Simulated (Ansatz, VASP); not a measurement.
# Al2B2As in VASP and in Ansatz

Contents of INCAR:

```
  PREC = Accurate
  ENCUT = 600
  EDIFF = 1E-6
  ISMEAR = 0
  SIGMA = 0.1
  LREAL = False
  LASPH = True
  NELM = 60
  ALGO = Normal
  ISIF = 3
  LWAVE = False
  LCHARG = False
  GGA = PE
  IBRION = 2
  NSW = 100
  EDIFFG = -0.01
```

The input KPOINTS:

```
regular mesh
0
Gamma
  12 12 6
```

The input POSCAR:

```
Al2B2As
1.0
    3.4992949741     -1.6848696089      0.0000000000
    3.4992949741      1.6848696089      0.0000000000
   -1.0366286522      0.0000000000      6.0453254341
Al B As
2 2 1
Direct
    0.3387060196      0.3387060196      0.6411027520
    0.5956915680      0.5956915680      0.3630570451
    0.2761900192      0.2761900192      0.2818311174
    0.6537670093      0.6537670093      0.7533214658
    0.1373625268      0.1373625268      0.9606876197
```

Input for Ansatz:

```yaml
crystal:
  lattice:
    - [3.4992949741, -1.6848696089, 0.0]
    - [3.4992949741, 1.6848696089, 0.0]
    - [-1.0366286522, 0.0, 6.0453254341]
  atoms:
    - { symbol: Al, position: [0.3387060196, 0.3387060196, 0.641102752] }
    - { symbol: Al, position: [0.595691568, 0.595691568, 0.3630570451] }
    - { symbol: B, position: [0.2761900192, 0.2761900192, 0.2818311174] }
    - { symbol: B, position: [0.6537670093, 0.6537670093, 0.7533214658] }
    - { symbol: As, position: [0.1373625268, 0.1373625268, 0.9606876197] }
basis:
  ecutwfc: 420
kpoints:
  mp_grid: { grid: [12, 12, 6] }
hamiltonian:
  xc: pbe
scf:
  occupations: { method: gaussian, width: 0.1 }
output:
  forces: true
  stress: true
  eigenvalues: true
relax:
  adjacent_minimum: "off"
  f_tol: 0.01
  max_steps: 80
  cell: { stress_tol: 0.05 }
```

Change from the starting cell: the structure that the rattled cell fell into.

Alike in both runs: task relaxation of cell and atoms; functional PBE; k mesh 12 × 12 × 6; occupations gaussian, width 0.1 eV; no spin polarisation.

|  | VASP | Ansatz |
| --- | --- | --- |
| version | VASP 6.6.1 | Ansatz 0.2.0 |
| potentials or method | VASP PAW PBE potentials, release 64 (Al, B, As), cutoff 600 eV | scalar-relativistic, plane waves, PAW |
| valence electrons in the cell | 17 | 27 |

VASP gave:

* gap on the k mesh at the Fermi level, each at its own relaxed structure (eV): none
* relaxed volume (Å³/atom): 14.25
* relaxed cell length with the largest relative difference (Å): 3.884

Q: Which values does Ansatz return?

A: gap on the k mesh at the Fermi level, each at its own relaxed structure (eV): none; relaxed volume (Å³/atom): 14.24; relaxed cell length with the largest relative difference (Å): 3.887.

A gap of «none» marks a metal or a gap that the smearing closes. VASP's potentials hold 17 valence electrons a cell and Ansatz's 27, so a difference there can come from the potentials and not from the codes.
